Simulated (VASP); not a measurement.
Wanted: the native input for a VASP 6.6.1 run.

```yaml
Task: single point
Functional: PBE
Potentials_or_basis: VASP PAW PBE potentials, release 64 (Na_pv, F)
Cutoff: 520 eV
k_mesh: 6 × 6 × 4
Occupations: gaussian, width 0.1 eV
Spin: no spin polarisation
Dipole_correction: no
Further_INCAR_settings: ALGO = Normal; EDIFF = 1e-06; NBANDS = 22
```

The structure of NaF lies in POSCAR:

```
NaF
1.0
    3.4888898300      0.0000000000      0.0000000000
   -1.7444449100      3.0214672200      0.0000000000
    0.0000000000      0.0000000000      5.6973335400
Na F
2 2
Direct
    0.3333333300      0.6666666700      0.9374999900
    0.6666666700      0.3333333300      0.4374999900
    0.6666666700      0.3333333300      0.0625000100
    0.3333333300      0.6666666700      0.5625000100
```

The cell was generated, and may not be a known phase.

One way to write it, as run:

INCAR

```
ALGO     = Normal         # electronic algorithm
EDIFF    = 1E-6           # SCF threshold, eV
ENCUT    = 520            # plane-wave cutoff, eV
GGA      = PE             # functional
ISIF     = 2              # what is computed and relaxed
ISMEAR   = 0              # smearing method
LASPH    = T              # aspherical terms in the spheres
LCHARG   = T              # write CHGCAR
LELF     = T              # ELF
LREAL    = F              # projectors in reciprocal space
LVHAR    = T            
LWAVE    = F              # write WAVECAR
NBANDS   = 22             # bands
NELM     = 100            # most SCF steps
PREC     = Accurate       # precision mode
SIGMA    = 0.1            # smearing width, eV
```

KPOINTS

```
k-points
0
Gamma
  6 6 4
```

Potentials or basis: VASP PAW PBE potentials, release 64 (Na_pv, F).

Run with:

```bash
$ cat potpaw_PBE.64/Na_pv/POTCAR potpaw_PBE.64/F/POTCAR > POTCAR
$ mpirun -np 1 vasp_std > vasp.out
```

Results of the run:

| Quantity | Value |
| --- | --- |
| Pressure | 5.7 GPa |
| Largest force | 0.042 eV/Å |
| Band gap on the k mesh | 5.90 eV |

Caveat: the cell stands under pressure.

It took 16 s on 1 thread of Intel(R) Xeon(R) Platinum 8488C (Sapphire Rapids), on a shared host, peak memory 0.17 GiB.
